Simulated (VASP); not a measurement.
Here is a VASP 6.6.1 calculation.

The input POSCAR:

```
ZnH
1.0
    2.9480170800      0.0000000000      0.0000000000
    0.0000000000      2.9480170800      0.0000000000
    0.0000000000      0.0000000000      2.9480170800
Zn H
1 1
Direct
    0.5000000000      0.5000000000      0.5000000000
    0.0000000000      0.0000000000      0.0000000000
```

Contents of INCAR.step1:

```
PREC = Accurate
ENCUT = 520
EDIFF = 1E-5
ISMEAR = -1
SIGMA = 0.1
LREAL = False
LASPH = True
NELM = 100
ALGO = Normal
ISIF = 2
LWAVE = True
LCHARG = False
NBANDS = 14
GGA = PE
```

Contents of INCAR.step2:

```
PREC = Accurate
ENCUT = 520
EDIFF = 1E-6
ISMEAR = -1
SIGMA = 0.1
LREAL = False
LASPH = True
NELM = 100
ALGO = Normal
ISIF = 2
LWAVE = False
LCHARG = False
GGA = PE
LHFCALC = True
HFSCREEN = 0.2079
PRECFOCK = Normal
NBANDS = 14
ISTART = 1
```

KPOINTS

```
regular mesh
0
Gamma
  5 5 5
```

Potentials or basis: VASP PAW PBE potentials, release 64 (Zn, H).

Launch:

```sh
$ cat potpaw_PBE.64/Zn/POTCAR potpaw_PBE.64/H/POTCAR > POTCAR
$ cp INCAR.step1 INCAR
$ mpirun -np 1 vasp_std > vasp.out
$ cp INCAR.step2 INCAR
$ mpirun -np 1 vasp_std > vasp.out
```

Q: What does it give for the pressure?

A: -10.2 GPa.

Q: What does it give for the band gap on the k mesh?

A: Zero (an odd number of electrons rules out a gap without spin polarisation).

Caveat: the k points lie up to 0.43 Å⁻¹ apart, too coarse for converged energies and pressures of a metal; the PAW data sets were made with another functional, which shifts forces and pressure a little.
